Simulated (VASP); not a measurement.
**MoS: single point with r2SCAN+U**

MoS:

```xyz
2
Lattice="3.3929 0.0000 0.0000 0.0000 3.3929 0.0000 0.0000 0.0000 3.3929" Properties=species:S:1:pos:R:3 pbc="T T T"
Mo    0.0000    0.0000    0.0000
S     1.6964    1.6964    1.6964
```

```json
{
  "Program": "VASP 6.6.1",
  "Task": "single point",
  "Functional": "r2SCAN",
  "Potentials or basis": "VASP PAW PBE potentials, release 64 (Mo_sv, S)",
  "Cutoff": "520 eV",
  "k mesh": "12 × 12 × 12",
  "Occupations": "gaussian, width 0.1 eV",
  "Spin": "no spin polarisation",
  "Hubbard terms": "Mo d U = 4.38 eV"
}
```

The pressure is -13.9 GPa. The band gap on the k mesh is 1.13 eV (least direct gap 1.25 eV).

Levels at points of the mesh, in eV from the valence-band top:
```csv
k point,band 8,band 9,band 10,band 11,band 12,band 13
"(0.00, 0.00, 0.00)",-1.90,-1.90,-1.90,1.69,2.41,2.41
"(0.50, 0.00, 0.00)",-2.40,-2.40,-0.17,2.70,3.81,3.81
"(0.50, 0.50, 0.00)",-3.12,-0.97,-0.05,1.20,1.20,1.45
"(0.50, 0.50, 0.50)",-5.22,0.00,0.00,3.40,3.40,3.40
```

Eigenvalues of the final occupation matrices:
| site | spin | trace | eigenvalues |
| --- | --- | --- | --- |
| site 1 d | 1 | 1.89 | 0.09 0.09 0.09 0.82 0.82 |
| site 1 d | 2 | 1.89 | 0.09 0.09 0.09 0.82 0.82 |

It took 4.7 min on 1 thread of Intel(R) Xeon(R) Platinum 8488C (Sapphire Rapids), on a shared host, peak memory 0.2 GiB.

Caveat: the cell stands under tension; the PAW data sets were made with another functional, which shifts forces and pressure a little. A k mesh can miss the band edges.
